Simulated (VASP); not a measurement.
Runs of VASP 6.6.1 on SbP5. The structure is that of space group P6/mmm (No. 191), or close to it. The cells are those of the table. The cell was generated, and may not be a known phase.

```csv
task,cell,k mesh,cutoff (eV),gap on the mesh (eV),pressure (GPa),relaxed volume (Å³/atom)
single point,"a = 4.829, b = 4.829, c = 5.227 Å, angles 90.0, 90.0, 120.0°, 6 atoms",6 × 6 × 4,520,none,-0.1,-
relaxation of cell and atoms,"relaxed from a = 4.695, b = 4.695, c = 5.474 Å, angles 90.0, 90.0, 120.0°, 6 atoms",6 × 6 × 4,600,none,-0.1,17.60
single point,"a = 4.695, b = 4.695, c = 5.474 Å, angles 90.0, 90.0, 120.0°, 6 atoms",6 × 6 × 2,520,none,-0.1,-
relaxation of cell and atoms,"relaxed from a = 4.130, b = 4.130, c = 10.496 Å, angles 90.0, 90.0, 120.0°, 6 atoms",6 × 6 × 2,600,none,-0.1,17.42
single point,"a = 4.801, b = 4.801, c = 5.260 Å, angles 90.0, 90.0, 120.0°, 6 atoms",12 × 12 × 8,520,none,-0.1,-
single point,"a = 4.130, b = 4.130, c = 10.496 Å, angles 90.0, 90.0, 120.0°, 6 atoms",6 × 6 × 2,520,none,(a),-
```

Alike in all rows: level PBE; potentials or basis VASP PAW PBE potentials, release 64 (Sb, P); no spin polarisation; smearing gaussian 0.1 eV.

Estimate the missing entries.

(a) 20.7.

Caveats: some runs use coarse meshes; spin-orbit coupling is left out, which moves the levels of the heavy elements; the volume moved by over 15 % at a fixed basis, so the end points are rough (at least some runs); the stress differs along the axes, from -0 to 31 GPa (at least some runs); this functional lacks dispersion, which binds layers or chains, so the pressure and a relaxed spacing across them are unreliable (at least some runs).

A k mesh can miss the band edges, and the runs leave out spin-orbit coupling on Sb.

A gap of «none» marks levels without a gap at the run's occupations.
